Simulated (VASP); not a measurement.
# ZnS (Pnma) in VASP: single point with PBEsol

Aim: the single point of ZnS with PBEsol.

Everything below comes from runs of VASP 6.6.1. Logs are shortened: lines on timing, memory, paths and dates and some standing lists are left out, and cuts for length are marked.

### 1 The cell of the first run

It takes space group Pnma (No. 62, orthorhombic). Conventional cell: a = 6.841 Å, b = 3.887 Å, c = 6.565 Å, α = 90.00°, β = 90.00°, γ = 90.00°. Zn (site symmetry m) has 4 S at 2.27 to 2.40 Å within 3.0 Å. S (site symmetry m) has 4 Zn at 2.27 to 2.40 Å within 3.0 Å.

### 2 Single point, PBEsol

The input, INCAR:

```
PREC = Accurate ; ENCUT = 520
EDIFF = 1E-6 ; ISMEAR = -1
SIGMA = 0.03 ; LREAL = F
LASPH = T ; NELM = 60
ALGO = Normal ; ISIF = 2
LWAVE = F ; LCHARG = F
GGA = PS ; NBANDS = 46
```

The input, KPOINTS:

```
regular mesh
0
Gamma
  2 6 6
```

The input, POSCAR:

```
ZnS
1.0
    6.8409120100      0.0000000000      0.0000000000
    0.0000000000      3.8866840140      0.0000000000
    0.0000000000      0.0000000000      6.5647219922
Zn S
4 4
Direct
    0.8430722466      0.2500000000      0.0984962453
    0.1569277534      0.7500000000      0.9015037547
    0.6569277534      0.7500000000      0.5984962453
    0.3430722466      0.2500000000      0.4015037547
    0.6937102871      0.2500000000      0.4074372282
    0.3062897129      0.7500000000      0.5925627718
    0.8062897129      0.7500000000     -0.0925627718
    0.1937102871      0.2500000000      1.0925627718
```

Potentials or basis: VASP PAW PBE potentials, release 64 (Zn, S).

Command:

```
cat potpaw_PBE.64/Zn/POTCAR potpaw_PBE.64/S/POTCAR > POTCAR
mpirun -np 1 vasp_std > vasp.out
```

OUTCAR:

```text
PREC = Accurate
   ENCUT = 520
   EDIFF = 1E-6
   ISMEAR = -1
   LREAL = F
   LASPH = T
   NELM = 60
   ISIF = 2
   GGA = PS

 ion  position               nearest neighbor table
   1  0.843  0.250  0.098-   5 2.27   7 2.33   7 2.33   8 2.40
   2  0.157  0.750  0.902-   6 2.27   8 2.33   8 2.33   7 2.40
   3  0.657  0.750  0.598-   7 2.27   5 2.33   5 2.33   6 2.40
   4  0.343  0.250  0.402-   8 2.27   6 2.33   6 2.33   5 2.40
   5  0.694  0.250  0.407-   1 2.27   3 2.33   3 2.33   4 2.40
   6  0.306  0.750  0.593-   2 2.27   4 2.33   4 2.33   3 2.40
   7  0.806  0.750  0.907-   3 2.27   1 2.33   1 2.33   2 2.40
   8  0.194  0.250  0.093-   4 2.27   2 2.33   2 2.33   1 2.40

  LATTYP: Found a simple orthorhombic cell.
 ALAT       =     3.8866840140
 B/A-ratio  =     1.6890289945
 C/A-ratio  =     1.7600895739

  Lattice vectors:

 A1 = (   0.0000000000,   3.8866840140,   0.0000000000)
 A2 = (   0.0000000000,   0.0000000000,   6.5647219922)
 A3 = (   6.8409120100,   0.0000000000,   0.0000000000)

Analysis of symmetry for initial positions (statically):
=====================================================================
 Subroutine PRICEL returns:
 Original cell was already a primitive cell.

 Routine SETGRP: Setting up the symmetry group for a
 simple orthorhombic supercell.

 Subroutine GETGRP returns: Found  8 space group operations
 (whereof  2 operations were pure point group operations)
 out of a pool of  8 trial point group operations.

The static configuration has the point symmetry S_2 .
 The point group associated with its full space group is D_2h.

Analysis of symmetry for dynamics (positions and initial velocities):
=====================================================================
 Subroutine PRICEL returns:
 Original cell was already a primitive cell.

 Routine SETGRP: Setting up the symmetry group for a
 simple orthorhombic supercell.

 Subroutine GETGRP returns: Found  8 space group operations
 (whereof  2 operations were pure point group operations)
 out of a pool of  8 trial point group operations.

The dynamic configuration has the point symmetry S_2 .
 The point group associated with its full space group is D_2h.

 Subroutine INISYM returns: Found  8 space group operations
 (whereof  2 operations are pure point group operations),
 and found     1 'primitive' translations

----------------------------------------------------------------------------------------

                                     Primitive cell

  volume of cell :     174.5459

  direct lattice vectors                    reciprocal lattice vectors
     6.840912010  0.000000000  0.000000000     0.146179340  0.000000000  0.000000000
     0.000000000  3.886684014  0.000000000     0.000000000  0.257288732  0.000000000
     0.000000000  0.000000000  6.564721992     0.000000000  0.000000000  0.152329375

  length of vectors
     6.840912010  3.886684014  6.564721992     0.146179340  0.257288732  0.152329375

  position of ions in fractional coordinates (direct lattice)
     0.843072247  0.250000000  0.098496245
     0.156927753  0.750000000  0.901503755
     0.656927753  0.750000000  0.598496245
     0.343072247  0.250000000  0.401503755
     0.693710287  0.250000000  0.407437228
     0.306289713  0.750000000  0.592562772
     0.806289713  0.750000000  0.907437228
     0.193710287  0.250000000  0.092562772

  ion indices of the primitive-cell ions
   primitive index   ion index
                 1           1
                 2           2
                 3           3
                 4           4
                 5           5
                 6           6
                 7           7
                 8           8

----------------------------------------------------------------------------------------

 KPOINTS: regular mesh

Automatic generation of k-mesh.
 Grid dimensions read from file:
 generate k-points for:    2    6    6

 Generating k-lattice:

  Cartesian coordinates                     Fractional coordinates (reciprocal lattice)
     0.073089670  0.000000000  0.000000000     0.500000000  0.000000000  0.000000000
     0.000000000  0.042881455  0.000000000     0.000000000  0.166666667  0.000000000
     0.000000000  0.000000000  0.025388229     0.000000000  0.000000000  0.166666667

  Length of vectors
     0.073089670  0.042881455  0.025388229

  Shift w.r.t. Gamma in fractional coordinates (k-lattice)
     0.000000000  0.000000000  0.000000000

 Subroutine IBZKPT returns following result:
 ===========================================

 Found     32 irreducible k-points:

 Following reciprocal coordinates:
            Coordinates               Weight
  0.000000  0.000000  0.000000      1.000000
  0.500000  0.000000  0.000000      1.000000
  0.000000  0.166667  0.000000      2.000000
  0.500000  0.166667  0.000000      2.000000
  0.000000  0.333333  0.000000      2.000000
  0.500000  0.333333  0.000000      2.000000
[... 16 lines left out ...]
  0.000000  0.500000  0.333333      2.000000
  0.500000  0.500000  0.333333      2.000000
 [... further k-points ...]
   k-points           NKPTS =     32   k-points in BZ     NKDIM =     32   number of bands    NBANDS=     46
   number of dos      NEDOS =    301   number of ions     NIONS =      8
   total plane-waves  NPLWV =  81000
   dimension x,y,z NGX =    54 NGY =   30 NGZ =   50
   dimension x,y,z NGXF=   108 NGYF=   60 NGZF=  100
   ions per type =               4   4
   NGX,Y,Z   is equivalent  to a cutoff of  13.12, 12.83, 12.66 a.u.
   NGXF,Y,Z  is equivalent  to a cutoff of  26.25, 25.66, 25.32 a.u.
 SYSTEM =  unknown system
   PREC   = accura    normal or accurate (medium, high low for compatibility)
   ISTART =      0    job   : 0-new  1-cont  2-samecut
   ICHARG =      2    charge: 1-file 2-atom 10-const
   ISPIN  =      1    spin polarized calculation?
   LNONCOLLINEAR =      F non collinear calculations
   LSORBIT =      F    spin-orbit coupling
   LASPH  =      T    aspherical Exc in radial PAW
   ENCUT  =  520.0 eV  38.22 Ry    6.18 a.u.  12.72  7.23 12.21*2*pi/ulx,y,z
   NELM   =     60;   NELMIN=  2; NELMDL= -5     # of ELM steps
   EDIFF  = 0.1E-05   stopping-criterion for ELM
   LREAL  =      F    real-space projection
   EDIFFG = 0.1E-04   stopping-criterion for IOM
   NSW    =      0    number of steps for IOM
   IBRION =     -1    ionic relax: 0-MD 1-quasi-New 2-CG
   NFREE  =      0    steps in history (QN), initial steepest desc. (CG)
   ISIF   =      2    stress and relaxation
   ISYM   =      2    0-nonsym 1-usesym 2-fastsym
   POTIM  = 0.5000    time-step for ionic-motion
   TEBEG  =    0.0;   TEEND  =   0.0 temperature during run
   PSTRESS=    0.0 pullay stress
   NELECT =      72.0000    total number of electrons
   NUPDOWN=      -1.0000    fix difference up-down
   EMIN   =  10.00;   EMAX   =-10.00  energy-range for DOS
   EFERMI =   0.00;   METHOD = LEGACY
   ISMEAR =    -1;   SIGMA  =   0.03  broadening in eV -4-tet -1-fermi 0-gaus
   EFERMI_NEDOS =   21; number of points for ismear=-14 and -15
   IALGO  =     38    algorithm
   IMIX   =      4    mixing-type and parameters
     AMIX     =   0.40;   BMIX     =  1.00
     AMIX_MAG =   1.60;   BMIX_MAG =  1.00
  volume/ion in A,a.u.               =      21.82       147.24
  Fermi-wavevector in a.u.,A,eV,Ry     =   1.218660  2.302933 20.206442  1.485132
  Thomas-Fermi vector in A             =   2.353939
   LORBIT       =      0    0 simple, 1 ext, 2 COOP (PROOUT), +10 PAW based schemes
   GGA     = PS    functional components
   LHFCALC =     F    Hartree Fock is set to
   AEXX    =    0.0000 exact exchange contribution
   IVDW    =     0    specifies the selected vdW correction
   LEPSILON=     F    determine dielectric tensor
   LRPA    =     F    only Hartree local field effects (RPA)
 non-spin polarized calculation
  energy-cutoff  :      520.00
  volume of cell :      174.55
 maximum number of plane-waves:      4732
 NGX is ok and might be reduce to    54
   NGX = 25   NGY = 15   NGZ = 25

 number of electron      71.9999961 magnetization

 Free energy of the ion-electron system (eV)
  ---------------------------------------------------
  ext. energy  EPLUGINS =         0.00000000
  ---------------------------------------------------
  free energy    TOTEN  =       -29.42820494 eV

  energy without entropy =      -29.42820494  energy(sigma->0) =      -29.42820494

 E-fermi :   1.8429     XC(G=0):  -9.1558

 val. band max:        1.1923878516   @ k =   0.0000   0.0000   0.0000
 cond. band min:       3.4367505712   @ k =   0.0000   0.0000   0.0000
 fundamental gap:      2.2443627196
 Fermi energy:         1.8429265197

 k-point     1 :       0.0000    0.0000    0.0000
  band No.  band energies     occupation
      1     -11.8905      2.00000
      2     -11.0975      2.00000
      3     -10.9577      2.00000
      4     -10.5945      2.00000
      5      -5.4488      2.00000
      6      -5.3370      2.00000
[... 38 lines left out ...]
     45       7.9095      0.00000
     46       8.6997      0.00000

 k-point     2 :       0.5000    0.0000    0.0000
  band No.  band energies     occupation
      1     -11.5985      2.00000
      2     -11.5985      2.00000
      3     -10.6762      2.00000
      4     -10.6762      2.00000
      5      -5.2901      2.00000
      6      -5.2901      2.00000
[... 38 lines left out ...]
     45       7.5589      0.00000
     46       7.5589      0.00000

 k-point     3 :       0.0000    0.1667    0.0000
  band No.  band energies     occupation
      1     -11.7547      2.00000
      2     -11.0122      2.00000
      3     -10.8878      2.00000
      4     -10.6080      2.00000
      5      -5.4114      2.00000
      6      -5.3197      2.00000
[... 38 lines left out ...]
     45       7.9974      0.00000
     46       8.2572      0.00000

 k-point     4 :       0.5000    0.1667    0.0000
  band No.  band energies     occupation
      1     -11.4767      2.00000
      2     -11.4767      2.00000
      3     -10.6588      2.00000
      4     -10.6588      2.00000
      5      -5.2575      2.00000
      6      -5.2575      2.00000
[... 920 lines left out ...]
     45       8.3724      0.00000
     46       8.3724      0.00000

 k-point    23 :       0.0000    0.5000    0.3333
  band No.  band energies     occupation
      1     -10.9790      2.00000
      2     -10.9790      2.00000
      3     -10.7013      2.00000
      4     -10.7013      2.00000
      5      -5.2725      2.00000
      6      -5.2725      2.00000
[... 38 lines left out ...]
     45       8.7141      0.00000
     46       8.7141      0.00000

 k-point    24 :       0.5000    0.5000    0.3333
  band No.  band energies     occupation
      1     -10.8414      2.00000
      2     -10.8414      2.00000
      3     -10.8414      2.00000
      4     -10.8414      2.00000
      5      -5.1817      2.00000
      6      -5.1817      2.00000
[... 38 lines left out ...]
     45       8.9440      0.00000
     46       8.9440      0.00000

 [... further k-points ...]
[... 5 lines left out ...]
  --------------------------------------------------------------------------------------
  -------------------------------------------------------------------------------------
  Total        0.1480513      0.2089728      0.2071918      0.0000000      0.0000000      0.0000000
  in kB        1.3589810      1.9181863      1.9018386      0.0000000      0.0000000      0.0000000
  external PRESSURE =       1.7263353 kB  Pullay stress =       0.0000000 kB

 VOLUME and BASIS-vectors are now :
 -----------------------------------------------------------------------------
  energy-cutoff  :      520.00
  volume of cell :      174.55
      direct lattice vectors                 reciprocal lattice vectors
     6.840912010  0.000000000  0.000000000     0.146179340  0.000000000  0.000000000
     0.000000000  3.886684014  0.000000000     0.000000000  0.257288732  0.000000000
     0.000000000  0.000000000  6.564721992     0.000000000  0.000000000  0.152329375

 POSITION                                       TOTAL-FORCE (eV/Angst)
 -----------------------------------------------------------------------------------
      5.76738      0.97167      0.64660        -0.000208     -0.000000      0.000120
      1.07353      2.91501      5.91812         0.000208      0.000000     -0.000120
      4.49398      2.91501      3.92896         0.000208      0.000000      0.000120
      2.34693      0.97167      2.63576        -0.000208     -0.000000     -0.000120
      4.74561      0.97167      2.67471         0.017541     -0.000000     -0.005448
      2.09530      2.91501      3.89001        -0.017541      0.000000      0.005448
      5.51576      2.91501      5.95707        -0.017541      0.000000     -0.005448
      1.32516      0.97167      0.60765         0.017541     -0.000000      0.005448
 -----------------------------------------------------------------------------------
    total drift:                                0.000000      0.000000     -0.000000

  FREE ENERGIE OF THE ION-ELECTRON SYSTEM (eV)
  ---------------------------------------------------
  free  energy   TOTEN  =       -29.4282049450 eV

  energy  without entropy=      -29.4282049450  energy(sigma->0) =      -29.42820494
```

It took 4.5 min on 1 thread of Intel Xeon 8259CL, shared host; peak memory 0.38 GiB.

Results:

* Free energy: -29.4282 eV
* Pressure: 0.2 GPa
* Largest force: 0.018 eV/Å
* Band gap on the k mesh: 2.24 eV

Forces on the atoms (eV/Å):
```
Zn   0.000  0.000  0.000
Zn   0.000  0.000  0.000
Zn   0.000  0.000  0.000
Zn   0.000  0.000  0.000
S    0.018  0.000 -0.005
S   -0.018  0.000  0.005
S   -0.018  0.000 -0.005
S    0.018  0.000  0.005
```

Caveat: the k points lie up to 0.46 Å⁻¹ apart; the PAW data sets were made with another functional, which shifts forces and pressure a little. A k mesh can miss the band edges.
